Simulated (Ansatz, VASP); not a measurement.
Two plane-wave programs on BiF3

```
CELL_PARAMETERS angstrom
11.61000 0.00000 0.00000
0.00000 12.02000 0.00000
0.00000 0.00000 10.03000
ATOMIC_POSITIONS crystal
Bi 0.46259 0.49984 0.55118
F 0.61258 0.49984 0.44865
F 0.38760 0.62531 0.44865
F 0.38760 0.37438 0.44865
```

Alike in both runs: task single point; functional PBE; k mesh 1 × 1 × 1; occupations gaussian, width 0.01 eV; no spin polarisation.

|  | VASP | Ansatz |
| --- | --- | --- |
| version | VASP 6.6.1 | Ansatz 0.2.0 |
| potentials or method | VASP PAW PBE potentials, release 64 (Bi_d, F_h), cutoff 1010 eV | scalar-relativistic, plane waves, PAW |
| valence electrons in the cell | 36 | 36 |

VASP gave:

| Quantity | Value |
| --- | --- |
| gap on the k mesh at the Fermi level (eV) | 6.03 |
| rms of the force components (eV/Å) | 0.039 |

**Question.** Estimate Ansatz's values.

**Answer.** gap on the k mesh at the Fermi level (eV): 6.04; rms of the force components (eV/Å): 0.027.

Atom by atom the forces differ by 0.050 eV/Å (rms over components). The functional is the same, so the differences come from potentials, cutoffs and numerics.

Neither program's run includes spin-orbit coupling.
